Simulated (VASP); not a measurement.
# GaN (P6_3mc) in VASP: notebook, part 2 of 2

VASP 6.6.1.

## (5) Single point, r2SCAN

This run uses another cell than the first one, of the same volume but with other edges.

POSCAR reads:

```
GaN
1.0
    3.0835607365      0.0000000000      0.0000000000
   -1.5417803683      2.6704419319      0.0000000000
    0.0000000000      0.0000000000      5.5236517542
Ga N
2 2
Direct
    0.3333333333      0.6666666667      0.9991101048
    0.6666666667      0.3333333333      0.4991101048
    0.3333333333      0.6666666667      0.3758898952
    0.6666666667      0.3333333333      0.8758898952
```

INCAR.step1 reads:

```
PREC     = Accurate       # precision mode
ENCUT    = 520            # plane-wave cutoff, eV
ISMEAR   = 0              # smearing method
SIGMA    = 0.05           # smearing width, eV
LREAL    = False          # projectors in reciprocal space
LASPH    = True           # aspherical terms in the spheres
NELM     = 60             # most SCF steps
NBANDS   = 26             # bands
GGA      = PE             # functional
ALGO     = Normal         # electronic algorithm
EDIFF    = 1E-4           # SCF threshold, eV
LWAVE    = True           # write WAVECAR
LCHARG   = False          # write CHGCAR
```

INCAR.step2 reads:

```
PREC     = Accurate       # precision mode
ENCUT    = 520            # plane-wave cutoff, eV
EDIFF    = 1E-6           # SCF threshold, eV
ISMEAR   = 0              # smearing method
SIGMA    = 0.05           # smearing width, eV
LREAL    = False          # projectors in reciprocal space
LASPH    = True           # aspherical terms in the spheres
NELM     = 60             # most SCF steps
ALGO     = Normal         # electronic algorithm
ISIF     = 2              # what is computed and relaxed
LWAVE    = False          # write WAVECAR
LCHARG   = False          # write CHGCAR
METAGGA  = R2SCAN         # meta-GGA
LMIXTAU  = True         
NBANDS   = 26             # bands
ISTART   = 1
```

KPOINTS reads:

```
Automatic mesh
0
Gamma
  12 12 6
```

Potentials or basis: VASP PAW PBE potentials, release 64 (Ga_d, N).

Started as:

```console
cat potpaw_PBE.64/Ga_d/POTCAR potpaw_PBE.64/N/POTCAR > POTCAR
cp INCAR.step1 INCAR
mpirun -np 1 vasp_std > vasp.out
cp INCAR.step2 INCAR
mpirun -np 1 vasp_std > vasp.out
```

OUTCAR:

```text
PREC = Accurate
   ENCUT = 520
   EDIFF = 1E-6
   ISMEAR = 0
   LREAL = False
   LASPH = True
   NELM = 60
   ISIF = 2
   METAGGA = R2SCAN
   ISTART = 1

 ion  position               nearest neighbor table
   1  0.333  0.667  0.999-   4 1.91   4 1.91   4 1.91   3 2.08
   2  0.667  0.333  0.499-   3 1.91   3 1.91   3 1.91   4 2.08
   3  0.333  0.667  0.376-   2 1.91   2 1.91   2 1.91   1 2.08
   4  0.667  0.333  0.876-   1 1.91   1 1.91   1 1.91   2 2.08

  LATTYP: Found a hexagonal cell.
 ALAT       =     3.0835607365
 C/A-ratio  =     1.7913225087

  Lattice vectors:

 A1 = (   3.0835607365,   0.0000000000,   0.0000000000)
 A2 = (  -1.5417803683,   2.6704419319,   0.0000000000)
 A3 = (   0.0000000000,   0.0000000000,   5.5236517542)

Analysis of symmetry for initial positions (statically):
=====================================================================
 Subroutine PRICEL returns:
 Original cell was already a primitive cell.

 Routine SETGRP: Setting up the symmetry group for a
 hexagonal supercell.

 Subroutine GETGRP returns: Found 12 space group operations
 (whereof  6 operations were pure point group operations)
 out of a pool of 24 trial point group operations.

The static configuration has the point symmetry C_3v.
 The point group associated with its full space group is C_6v.

Analysis of symmetry for dynamics (positions and initial velocities):
=====================================================================
 Subroutine PRICEL returns:
 Original cell was already a primitive cell.

 Routine SETGRP: Setting up the symmetry group for a
 hexagonal supercell.

 Subroutine GETGRP returns: Found 12 space group operations
 (whereof  6 operations were pure point group operations)
 out of a pool of 24 trial point group operations.

The dynamic configuration has the point symmetry C_3v.
 The point group associated with its full space group is C_6v.

 Subroutine INISYM returns: Found 12 space group operations
 (whereof  6 operations are pure point group operations),
 and found     1 'primitive' translations

----------------------------------------------------------------------------------------

                                     Primitive cell

  volume of cell :      45.4843

  direct lattice vectors                    reciprocal lattice vectors
     3.083560736  0.000000000  0.000000000     0.324300406  0.187234927  0.000000000
    -1.541780368  2.670441932  0.000000000     0.000000000  0.374469854  0.000000000
     0.000000000  0.000000000  5.523651754     0.000000000  0.000000000  0.181039654

  length of vectors
     3.083560736  3.083560737  5.523651754     0.374469854  0.374469854  0.181039654

  position of ions in fractional coordinates (direct lattice)
     0.333333333  0.666666667  0.999110105
     0.666666667  0.333333333  0.499110105
     0.333333333  0.666666667  0.375889895
     0.666666667  0.333333333  0.875889895

  ion indices of the primitive-cell ions
   primitive index   ion index
                 1           1
                 2           2
                 3           3
                 4           4

----------------------------------------------------------------------------------------

[... 21 lines left out ...]

 Found     76 irreducible k-points:

 Following reciprocal coordinates:
            Coordinates               Weight
  0.000000  0.000000  0.000000      1.000000
  0.083333 -0.000000  0.000000      6.000000
  0.166667 -0.000000  0.000000      6.000000
  0.250000 -0.000000  0.000000      6.000000
  0.333333 -0.000000  0.000000      6.000000
  0.416667  0.000000  0.000000      6.000000
[... 16 lines left out ...]
  0.250000 -0.000000  0.166667     12.000000
  0.333333 -0.000000  0.166667     12.000000
 [... further k-points ...]
   k-points           NKPTS =     76   k-points in BZ     NKDIM =     76   number of bands    NBANDS=     26
   number of dos      NEDOS =    301   number of ions     NIONS =      4
   total plane-waves  NPLWV =  24192
   dimension x,y,z NGX =    24 NGY =   24 NGZ =   42
   dimension x,y,z NGXF=    48 NGYF=   48 NGZF=   84
   ions per type =               2   2
   NGX,Y,Z   is equivalent  to a cutoff of  12.94, 12.94, 12.64 a.u.
   NGXF,Y,Z  is equivalent  to a cutoff of  25.88, 25.88, 25.28 a.u.
 SYSTEM =  unknown system
   PREC   = accura    normal or accurate (medium, high low for compatibility)
   ISTART =      1    job   : 0-new  1-cont  2-samecut
   ICHARG =      0    charge: 1-file 2-atom 10-const
   ISPIN  =      1    spin polarized calculation?
   LNONCOLLINEAR =      F non collinear calculations
   LSORBIT =      F    spin-orbit coupling
   LASPH  =      T    aspherical Exc in radial PAW
   ENCUT  =  520.0 eV  38.22 Ry    6.18 a.u.   5.73  5.73 10.27*2*pi/ulx,y,z
   NELM   =     60;   NELMIN=  2; NELMDL=  0     # of ELM steps
   EDIFF  = 0.1E-05   stopping-criterion for ELM
   LREAL  =      F    real-space projection
   EDIFFG = 0.1E-04   stopping-criterion for IOM
   NSW    =      0    number of steps for IOM
   IBRION =     -1    ionic relax: 0-MD 1-quasi-New 2-CG
   NFREE  =      0    steps in history (QN), initial steepest desc. (CG)
   ISIF   =      2    stress and relaxation
   ISYM   =      2    0-nonsym 1-usesym 2-fastsym
   POTIM  = 0.5000    time-step for ionic-motion
   TEBEG  =    0.0;   TEEND  =   0.0 temperature during run
   PSTRESS=    0.0 pullay stress
   NELECT =      36.0000    total number of electrons
   NUPDOWN=      -1.0000    fix difference up-down
   EMIN   =  10.00;   EMAX   =-10.00  energy-range for DOS
   EFERMI =   0.00;   METHOD = LEGACY
   ISMEAR =     0;   SIGMA  =   0.05  broadening in eV -4-tet -1-fermi 0-gaus
   EFERMI_NEDOS =   21; number of points for ismear=-14 and -15
   IALGO  =     38    algorithm
   IMIX   =      4    mixing-type and parameters
     AMIX     =   0.40;   BMIX     =  1.00
     AMIX_MAG =   1.60;   BMIX_MAG =  1.00
  volume/ion in A,a.u.               =      11.37        76.74
  Fermi-wavevector in a.u.,A,eV,Ry     =   1.514334  2.861676 31.200984  2.293208
  Thomas-Fermi vector in A             =   2.624005
   LORBIT       =      0    0 simple, 1 ext, 2 COOP (PROOUT), +10 PAW based schemes
   METAGGA = R2SCAN    functional components
   LHFCALC =     F    Hartree Fock is set to
   AEXX    =    0.0000 exact exchange contribution
   IVDW    =     0    specifies the selected vdW correction
   LEPSILON=     F    determine dielectric tensor
   LRPA    =     F    only Hartree local field effects (RPA)
 non-spin polarized calculation
 Gauss-broadening in eV      SIGMA  =   0.05
  energy-cutoff  :      520.00
  volume of cell :       45.48
 maximum number of plane-waves:      1244
 NGX is ok and might be reduce to    24

 number of electron      35.9999994 magnetization

 Free energy of the ion-electron system (eV)
  ---------------------------------------------------
  ext. energy  EPLUGINS =         0.00000000
  ---------------------------------------------------
  free energy    TOTEN  =       -43.49403010 eV

  energy without entropy =      -43.49403010  energy(sigma->0) =      -43.49403010

 E-fermi :   5.5281     XC(G=0): -12.6619

 val. band max:        5.2427405176   @ k =   0.0000   0.0000   0.0000
 cond. band min:       7.0878076671   @ k =   0.0000   0.0000   0.0000
 fundamental gap:      1.8450671495
 Fermi energy:         5.5280888591

 k-point     1 :       0.0000    0.0000    0.0000
  band No.  band energies     occupation
      1     -11.7677      2.00000
      2     -10.8910      2.00000
      3      -8.7632      2.00000
      4      -8.7632      2.00000
      5      -8.7312      2.00000
      6      -8.7148      2.00000
[... 685 lines left out ...]
     25      17.1124      0.00000
     26      18.9271      0.00000

 [... further k-points ...]

------------------------ aborting loop because EDIFF is reached ----------------------------------------

  FORCE on cell =-STRESS in cart. coord.  units (eV):
  Direction    XX          YY          ZZ          XY          YZ          ZX
  --------------------------------------------------------------------------------------
  -------------------------------------------------------------------------------------
  Total        4.3676422      4.3676422     -5.6312150     -0.0000000      0.0000000      0.0000000
  in kB      153.8493609    153.8493609   -198.3584725     -0.0000000      0.0000000      0.0000000
  external PRESSURE =      36.4467497 kB  Pullay stress =       0.0000000 kB

 VOLUME and BASIS-vectors are now :
 -----------------------------------------------------------------------------
  energy-cutoff  :      520.00
  volume of cell :       45.48
      direct lattice vectors                 reciprocal lattice vectors
     3.083560736  0.000000000  0.000000000     0.324300406  0.187234927  0.000000000
    -1.541780368  2.670441932  0.000000000     0.000000000  0.374469854  0.000000000
     0.000000000  0.000000000  5.523651754     0.000000000  0.000000000  0.181039654

 POSITION                                       TOTAL-FORCE (eV/Angst)
 -----------------------------------------------------------------------------------
     -0.00000      1.78029      5.51874        -0.000000      0.000000      0.647036
      1.54178      0.89015      2.75691         0.000000     -0.000000      0.647036
     -0.00000      1.78029      2.07628        -0.000000     -0.000000     -0.647036
      1.54178      0.89015      4.83811         0.000000      0.000000     -0.647036
 -----------------------------------------------------------------------------------
    total drift:                                0.000002      0.000003      0.033403

  FREE ENERGIE OF THE ION-ELECTRON SYSTEM (eV)
  ---------------------------------------------------
  free  energy   TOTEN  =       -43.4940301006 eV

  energy  without entropy=      -43.4940301006  energy(sigma->0) =      -43.49403010
```

Run time: 6.8 min. Hardware: 1 thread of Intel Xeon 8259CL, shared host; peak memory 0.22 GiB.

What came out:

```yaml
Free_energy: -43.4940 eV
Pressure: 3.6 GPa
Largest_force: 0.647 eV/Å
Band_gap_on_the_k_mesh: 1.85 eV
```

Forces on the atoms (eV/Å):
```
Ga   0.000  0.000  0.647
Ga   0.000  0.000  0.647
N    0.000  0.000 -0.647
N    0.000  0.000 -0.647
```

Levels at points of the mesh, in eV from the valence-band top:
```csv
k point,band 15,band 16,band 17,band 18,band 19,band 20,band 21,band 22
"(0.00, 0.00, 0.00)",-0.75,-0.48,0.00,0.00,1.85,5.58,9.15,10.01
"(0.50, 0.00, 0.00)",-4.29,-2.59,-2.31,-1.26,5.71,5.87,6.06,8.56
"(0.00, 0.00, 0.50)",-0.39,-0.39,-0.39,-0.39,4.86,4.86,8.67,8.67
"(0.50, 0.00, 0.50)",-2.36,-2.36,-1.97,-1.97,4.44,4.44,8.16,8.16
```

Caveat: the stress differs along the axes, from -20 to 15 GPa; the PAW data sets were made with another functional, which shifts forces and pressure a little.

## (6) Summary

| cell | gap on the mesh (eV) | pressure (GPa) | largest force (eV/Å) |
| --- | --- | --- | --- |
| a = 3.360, b = 3.360, c = 4.651 Å, angles 90.0, 90.0, 120.0°, 4 atoms | 2.21 | 9.2 | 3.31 |
| a = 2.995, b = 2.995, c = 5.854 Å, angles 90.0, 90.0, 120.0°, 4 atoms | 0.94 | 10.0 | 0.73 |
| a = 3.273, b = 3.273, c = 4.903 Å, angles 90.0, 90.0, 120.0°, 4 atoms | 2.28 | 3.0 | 1.26 |
| a = 3.084, b = 3.084, c = 5.524 Å, angles 90.0, 90.0, 120.0°, 4 atoms | 1.85 | 3.6 | 0.65 |

Alike in all rows: task single point; level r2SCAN; potentials or basis VASP PAW PBE potentials, release 64 (Ga_d, N); no spin polarisation; k mesh 12 × 12 × 6; cutoff (eV) 520; smearing gaussian 0.05 eV.

Caveats: the PAW data sets were made with another functional, which shifts forces and pressure a little; the stress differs along the axes, from -16 to 59 GPa (at least some runs); the stress differs along the axes, from -32 to 31 GPa (at least some runs); the stress differs along the axes, from -9 to 27 GPa (at least some runs); the stress differs along the axes, from -20 to 15 GPa (at least some runs).

Total energies depend on the potentials used, so only differences within one code and one set of settings carry meaning.
